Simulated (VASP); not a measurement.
A run of VASP 6.6.1 is set up as follows.

POSCAR

```
CuP
1.0
    0.0000000000      2.4627840090      2.4627840090
    2.4627840090      0.0000000000      2.4627840090
    2.4627840090      2.4627840090      0.0000000000
Cu P
1 1
Direct
    0.5000000000      0.5000000000      0.5000000000
    0.0000000000      0.0000000000      0.0000000000
```

File INCAR.step1:

```
ALGO     = Normal         # electronic algorithm
EDIFF    = 1E-4           # SCF threshold, eV
ENCUT    = 520            # plane-wave cutoff, eV
GGA      = PE             # functional
ISMEAR   = 0              # smearing method
LASPH    = True           # aspherical terms in the spheres
LCHARG   = False          # write CHGCAR
LREAL    = False          # projectors in reciprocal space
LWAVE    = True           # write WAVECAR
NBANDS   = 15             # bands
NELM     = 100            # most SCF steps
PREC     = Accurate       # precision mode
SIGMA    = 0.05           # smearing width, eV
```

File INCAR.step2:

```
ALGO     = Normal         # electronic algorithm
EDIFF    = 1E-6           # SCF threshold, eV
ENCUT    = 520            # plane-wave cutoff, eV
ISIF     = 2              # what is computed and relaxed
ISMEAR   = 0              # smearing method
ISTART   = 1            
LASPH    = True           # aspherical terms in the spheres
LCHARG   = False          # write CHGCAR
LMIXTAU  = True         
LREAL    = False          # projectors in reciprocal space
LWAVE    = False          # write WAVECAR
METAGGA  = R2SCAN         # meta-GGA
NBANDS   = 15             # bands
NELM     = 100            # most SCF steps
PREC     = Accurate       # precision mode
SIGMA    = 0.05           # smearing width, eV
```

File KPOINTS:

```
k-points
0
Gamma
  12 12 12
```

Potentials or basis: VASP PAW PBE potentials, release 64 (Cu, P).

Command:

```bash
$ cat potpaw_PBE.64/Cu/POTCAR potpaw_PBE.64/P/POTCAR > POTCAR
$ cp INCAR.step1 INCAR
$ mpirun -np 1 vasp_std > vasp.out
$ cp INCAR.step2 INCAR
$ mpirun -np 1 vasp_std > vasp.out
```

Question: Predict the pressure.

Answer: -6.9 GPa.

Question: Predict the band gap on the k mesh.

Answer: Zero (band 8 reaches 9.23 eV, above the bottom of band 9 at 4.69 eV).

Caveat: the PAW data sets were made with another functional, which shifts forces and pressure a little.
